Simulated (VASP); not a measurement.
Here is a VASP 6.6.1 calculation.

Contents of INCAR:

```
SYSTEM = BN
ALGO = Normal
EDIFF = 1E-8
ENCUT = 520
ISIF = 2
ISMEAR = -1
LASPH = .True.
LCHARG = .False.
LEFG = .True.
LREAL = .False.
LWAVE = .False.
NBANDS = 16
NELM = 60
PREC = Accurate
SIGMA = 0.02
```

KPOINTS

```
k-points
0
Gamma
  14 14 5
  0 0 0
```

POSCAR

```
BN
1.0
    2.4982400000      0.0000000000      0.0000000000
   -1.2491200000      2.1635393048      0.0000000000
    0.0000000000      0.0000000000      6.6357000000
B N
2 2
Direct
    0.3333333333      0.6666666667      0.2500000000
    0.6666666667      0.3333333333      0.7500000000
    0.3333333333      0.6666666667      0.7500000000
    0.6666666667      0.3333333333      0.2500000000
```

Potentials or basis: VASP PAW LDA potentials, release 64 (B, N).

Run with:

```console
$ cat potpaw_LDA.64/B/POTCAR potpaw_LDA.64/N/POTCAR > POTCAR
$ mpirun -np 1 vasp_std > vasp.out
```

(1) What does it give for the pressure?

(2) Predict the band gap on the k mesh.

Answers

(1) -2.5 GPa.

(2) 4.06 eV, indirect (least direct gap 4.52 eV).

Caveat: without QUAD_EFG the Cq values of the log hold for a quadrupole moment of 1 mb, not for the nuclei.
